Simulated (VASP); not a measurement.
Wanted: the native input for a VASP 6.6.1 run.

* Task: single point
* Functional: PBE
* Potentials or basis: VASP PAW PBE potentials, release 64 (Ba_sv, O)
* Cutoff: 520 eV
* k mesh: 3 × 3 × 3
* Occupations: gaussian, width 0.1 eV
* Spin: no spin polarisation
* Dipole correction: no
* Further INCAR settings: LREAL = Auto; ALGO = Fast; EDIFF = 1e-07; NBANDS = 97

The structure of Ba16O (a cell with a defect) lies in POSCAR:

```
Ba16O
1.0
   -6.3446647918     -6.3446647918     -6.3446647918
   -6.3446647918      6.3446647918      6.3446647918
    6.3446647918      6.3446647918     -6.3446647918
Ba O
16 1
Direct
    0.7495485035     -0.0092652649      0.2495597564
    0.5099101538      0.0025069094      0.4941361920
    0.2493049754     -0.0083048517      0.7493177585
    0.7416173516      0.4974894819      0.7574099905
    0.7545316667      0.2515760174      0.0029771470
    0.5029651849      0.2515757022      0.2545429984
    0.2529477999      0.2484042186      0.5013950468
    0.0013851796      0.2484046126      0.7529590068
   -0.0058763546      0.0025021810      0.0099180969
    0.7548091439      0.7499934443      0.5108846734
    0.4592501882      0.7499940747      0.7353158367
    0.5088079679      0.5092465254      0.0088174083
    0.2573977592      0.4974874329      0.2416248218
    0.0076040266      0.5082919438      0.5076149971
    0.2353094370      0.7499939959     -0.0407438389
    0.0108789041      0.7499950204      0.2548251252
    0.2178379860     -0.2500074554     -0.2821697534
```

One way to write it, as run:

INCAR

```
  PREC = Accurate
  ENCUT = 520
  EDIFF = 1E-7
  ISMEAR = 0
  SIGMA = 0.1
  LREAL = Auto
  LASPH = True
  NELM = 60
  ALGO = Fast
  ISIF = 2
  LWAVE = False
  LCHARG = True
  GGA = PE
  LELF = True
  LVHAR = True
  NBANDS = 97
```

KPOINTS

```
regular mesh
0
Gamma
  3 3 3
```

Potentials or basis: VASP PAW PBE potentials, release 64 (Ba_sv, O).

Launch:

```console
$ cat potpaw_PBE.64/Ba_sv/POTCAR potpaw_PBE.64/O/POTCAR > POTCAR
$ mpirun -np 1 vasp_std > vasp.out
```

It gave:

- Pressure: 0.3 GPa
- Largest force: 0.477 eV/Å
- Band gap on the k mesh: zero (bands 83 and 84 overlap by 0.44 eV)

Caveat: spin-orbit coupling is left out, which moves the levels of the heavy elements.

Wall time 120 min on 1 thread of Oxide Virtual Turin-like Processor, on a shared host, peak memory 1.5 GiB.
